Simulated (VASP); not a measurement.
# Ir (Fm-3m) in VASP: notebook, part 2 of 2

VASP 6.6.1. The steps go on from the part before.

## 4. Single point, LDA

Input file INCAR:

```
PREC = Accurate ; ENCUT = 520
EDIFF = 1E-7 ; ISMEAR = 1
SIGMA = 0.3 ; LREAL = F
LASPH = T ; NELM = 80
ALGO = Normal ; ISIF = 2
LWAVE = F ; LCHARG = T
GGA = CA ; LELF = T
LVHAR = T ; NBANDS = 10
```

Input file KPOINTS:

```
Automatic mesh
0
Gamma
  14 14 14
```

Input file POSCAR:

```
Ir
1.0
    0.0000000000      1.9060927672      1.9060927672
    1.9060927672      0.0000000000      1.9060927672
    1.9060927672      1.9060927672      0.0000000000
Ir
1
Direct
    0.0000000000      0.0000000000      0.0000000000
```

Potentials or basis: VASP PAW LDA potentials, release 64 (Ir).

Command:

```
cat potpaw_LDA.64/Ir/POTCAR > POTCAR
mpirun -np 1 vasp_std > vasp.out
```

OUTCAR:

```text
PREC = Accurate
   ENCUT = 520
   EDIFF = 1E-7
   ISMEAR = 1
   LREAL = F
   LASPH = T
   NELM = 80
   ISIF = 2
   GGA = CA

 ion  position               nearest neighbor table
   1  0.000  0.000  0.000-

  LATTYP: Found a face centered cubic cell.
 ALAT       =     3.8121855344

  Lattice vectors:

 A1 = (   0.0000000000,   1.9060927672,   1.9060927672)
 A2 = (   1.9060927672,   0.0000000000,   1.9060927672)
 A3 = (   1.9060927672,   1.9060927672,   0.0000000000)

Analysis of symmetry for initial positions (statically):
=====================================================================
 Subroutine PRICEL returns:
 Original cell was already a primitive cell.

 Routine SETGRP: Setting up the symmetry group for a
 face centered cubic supercell.

 Subroutine GETGRP returns: Found 48 space group operations
 (whereof 48 operations were pure point group operations)
 out of a pool of 48 trial point group operations.

The static configuration has the point symmetry O_h .

Analysis of symmetry for dynamics (positions and initial velocities):
=====================================================================
 Subroutine PRICEL returns:
 Original cell was already a primitive cell.

 Routine SETGRP: Setting up the symmetry group for a
 face centered cubic supercell.

 Subroutine GETGRP returns: Found 48 space group operations
 (whereof 48 operations were pure point group operations)
 out of a pool of 48 trial point group operations.

The dynamic configuration has the point symmetry O_h .

 Subroutine INISYM returns: Found 48 space group operations
 (whereof 48 operations are pure point group operations),
 and found     1 'primitive' translations

----------------------------------------------------------------------------------------

                                     Primitive cell

  volume of cell :      13.8504

[... 103 lines left out ...]
   IALGO  =     38    algorithm
   IMIX   =      4    mixing-type and parameters
     AMIX     =   0.40;   BMIX     =  1.00
     AMIX_MAG =   1.60;   BMIX_MAG =  1.00
  volume/ion in A,a.u.               =      13.85        93.47
  Fermi-wavevector in a.u.,A,eV,Ry     =   1.417974  2.679583 27.356562  2.010651
  Thomas-Fermi vector in A             =   2.539148
   LORBIT       =      0    0 simple, 1 ext, 2 COOP (PROOUT), +10 PAW based schemes
   GGA     = CA    functional components
   LHFCALC =     F    Hartree Fock is set to
   AEXX    =    0.0000 exact exchange contribution
   IVDW    =     0    specifies the selected vdW correction
   LEPSILON=     F    determine dielectric tensor
   LRPA    =     F    only Hartree local field effects (RPA)
 non-spin polarized calculation
 Methfessel and Paxton  Order N= 1 SIGMA  =   0.30
  energy-cutoff  :      520.00
  volume of cell :       13.85
 maximum number of plane-waves:       388
   NGX =  9   NGY =  9   NGZ =  9

 number of electron       9.0000001 magnetization

 Free energy of the ion-electron system (eV)
  ---------------------------------------------------
  ext. energy  EPLUGINS =         0.00000000
  ---------------------------------------------------
  free energy    TOTEN  =       -10.31752032 eV

  energy without entropy =      -10.31284766  energy(sigma->0) =      -10.31596277

 E-fermi :  10.5911     XC(G=0): -14.2625

 val. band max:       10.5828661982   @ k =  -0.2143   0.3571   0.1429
 cond. band min:      10.5933678241   @ k =   0.5000   0.4286   0.0000
 fundamental gap:      0.0105016258
 Fermi energy:        10.5910999940

 k-point     1 :       0.0000    0.0000    0.0000
  band No.  band energies     occupation
      1      -0.6470      2.00000
      2       6.6417      2.00000
      3       6.6417      2.00000
      4       6.6417      2.00000
      5       9.4600      2.00000
      6       9.4600      2.00000
      7      24.9877      0.00000
      8      30.6531      0.00000
      9      30.6531      0.00000
     10      30.6531      0.00000
[... 287 lines left out ...]
 k-point    24 :       0.2857    0.1429    0.0000
  band No.  band energies     occupation
      1       2.1483      2.00000
      2       5.2602      2.00000
      3       7.0373      2.00000
      4       7.8031      2.00000
      5       9.2033      2.00000
      6      10.4372      1.75426
      7      25.7607      0.00000
      8      28.6868      0.00000
      9      30.9187      0.00000
     10      31.8583      0.00000

 [... further k-points ...]
[... 5 lines left out ...]
  --------------------------------------------------------------------------------------
  -------------------------------------------------------------------------------------
  Total        0.2059253      0.2059253      0.2059253     -0.0000000      0.0000000     -0.0000000
  in kB       23.8209016     23.8209016     23.8209016     -0.0000000      0.0000000     -0.0000000
  external PRESSURE =      23.8209016 kB  Pullay stress =       0.0000000 kB

 VOLUME and BASIS-vectors are now :
 -----------------------------------------------------------------------------
  energy-cutoff  :      520.00
  volume of cell :       13.85
      direct lattice vectors                 reciprocal lattice vectors
     0.000000000  1.906092767  1.906092767    -0.262316719  0.262316719  0.262316719
     1.906092767  0.000000000  1.906092767     0.262316719 -0.262316719  0.262316719
     1.906092767  1.906092767  0.000000000     0.262316719  0.262316719 -0.262316719

 POSITION                                       TOTAL-FORCE (eV/Angst)
 -----------------------------------------------------------------------------------
      0.00000      0.00000      0.00000        -0.000000      0.000000      0.000000
 -----------------------------------------------------------------------------------
    total drift:                                0.000000      0.000000      0.000000

  FREE ENERGIE OF THE ION-ELECTRON SYSTEM (eV)
  ---------------------------------------------------
  free  energy   TOTEN  =       -10.3175203203 eV

  energy  without entropy=      -10.3128476613  energy(sigma->0) =      -10.31596277
```

stdout:

```text
POSCAR found type information on POSCAR Ir
 POSCAR found :  1 types and       1 ions
 scaLAPACK will be used
 LDA part: xc-table for (Slater(with rela. corr.)+CA(PZ))
 , standard interpolation
 POSCAR, INCAR and KPOINTS ok, starting setup
 FFT: planning ... GRIDC
 FFT: planning ... GRID_SOFT
 FFT: planning ... GRID
 WAVECAR not read
 entering main loop
```

Wall time 5.2 s (1 thread of Intel Xeon 6975P-C, shared host); peak memory 0.13 GiB.

Results:

| Item | Value |
| --- | --- |
| Free energy | -10.3175 eV |
| Pressure | 2.4 GPa |

Levels at points of the mesh, in eV from the Fermi level:
```
           k point  band 2  band 3  band 4  band 5  band 6  band 7
(0.00, 0.00, 0.00)   -3.95   -3.95   -3.95   -1.13   -1.13   14.40
(0.50, 0.00, 0.00)   -4.05   -4.05   -0.67    1.03    1.03    7.58
(0.50, 0.50, 0.00)   -7.51    1.02    1.62    1.62    1.84   10.91
```

Caveat: spin-orbit coupling is left out, which moves the levels of the heavy elements.

## 5. Summary

| smearing | gap on the mesh (eV) | pressure (GPa) |
| --- | --- | --- |
| methfessel-paxton 0.1 eV | none | 2.4 |
| methfessel-paxton 0.2 eV | none | 2.4 |
| methfessel-paxton 0.3 eV | none | 2.4 |

Alike in all rows: task single point; level LDA; potentials or basis VASP PAW LDA potentials, release 64 (Ir); no spin polarisation; cell as given; k mesh 14 × 14 × 14; cutoff (eV) 520.

Every run on the cell as given and a fine mesh finds a metal.

Caveats: spin-orbit coupling is left out, which moves the levels of the heavy elements.

Absolute energies hang on the potentials; compare differences alone.
